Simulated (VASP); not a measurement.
A run of VASP 6.6.1 is set up as follows.

The input INCAR:

```
SYSTEM = Ta6N5
ALGO     = Normal         ! electronic algorithm
EDIFF    = 1E-6           ! SCF threshold, eV
ENCUT    = 520            ! plane-wave cutoff, eV
GGA      = PS             ! functional
ISIF     = 2              ! what is computed and relaxed
ISMEAR   = -1             ! smearing method
LASPH    = .True.         ! aspherical terms in the spheres
LCHARG   = .False.        ! write CHGCAR
LREAL    = .False.        ! projectors in reciprocal space
LWAVE    = .False.        ! write WAVECAR
NBANDS   = 56             ! bands
NELM     = 60             ! most SCF steps
PREC     = Accurate       ! precision mode
SIGMA    = 0.5            ! smearing width, eV
```

Contents of KPOINTS:

```
k-points
0
Gamma
  4 4 3
  0 0 0
```

POSCAR

```
Ta6N5
1.0
    5.1873401000     -0.0000000300      0.0000000000
   -2.5936700200      4.4923683200      0.0000000000
    0.0000000000      0.0000000000      5.8095353900
Ta N
6 5
Direct
   -0.0012889907     -0.0047151076     -0.0014947839
    0.3265703204      0.6620033795      0.2484217589
    0.6598312034      0.3285467519      0.2484282999
   -0.0100997833     -0.0047153303      0.4985080227
    0.3265662481      0.6619987049      0.7485626144
    0.6598247523      0.3285454163      0.7485715652
    0.3935689835     -0.0047248994     -0.0015063167
    0.6031061756      0.6026729834     -0.0015099314
   -0.0042790567      0.3878893883     -0.0015101035
    0.5927296147     -0.4038161729      0.4984959735
   -0.0081790526      0.3943483422      0.4985056129
```

Potentials or basis: VASP PAW PBE potentials, release 64 (Ta_pv, N).

Launch:

```console
$ cat potpaw_PBE.64/Ta_pv/POTCAR potpaw_PBE.64/N/POTCAR > POTCAR
$ mpirun -np 1 vasp_std > vasp.out
```

Task: What does it give for the largest force?

Result: 0.051 eV/Å.

Task: Estimate the pressure.

Result: -3.9 GPa.

Task: Predict the band gap on the k mesh.

Result: Zero (an odd number of electrons rules out a gap without spin polarisation).

Forces in eV/Å, atoms in the order of the input:
```
Ta   0.002 -0.001  0.000
Ta  -0.011  0.022  0.019
Ta  -0.010 -0.022  0.019
Ta   0.051 -0.001 -0.001
Ta  -0.011  0.023 -0.018
Ta  -0.010 -0.022 -0.019
N    0.005  0.000  0.000
N   -0.002 -0.005  0.001
N   -0.003  0.005  0.001
N   -0.005  0.001  0.000
N   -0.006  0.001 -0.001
```

Caveat: the k points lie up to 0.36 Å⁻¹ apart, too coarse for converged energies and pressures of a metal; so wide a smearing shifts energies and pressures; the PAW data sets were made with another functional, which shifts forces and pressure a little; spin-orbit coupling is left out, which moves the levels of the heavy elements; an odd number of electrons without spin polarisation forces a metal; a magnetic or distorted state may lie lower.
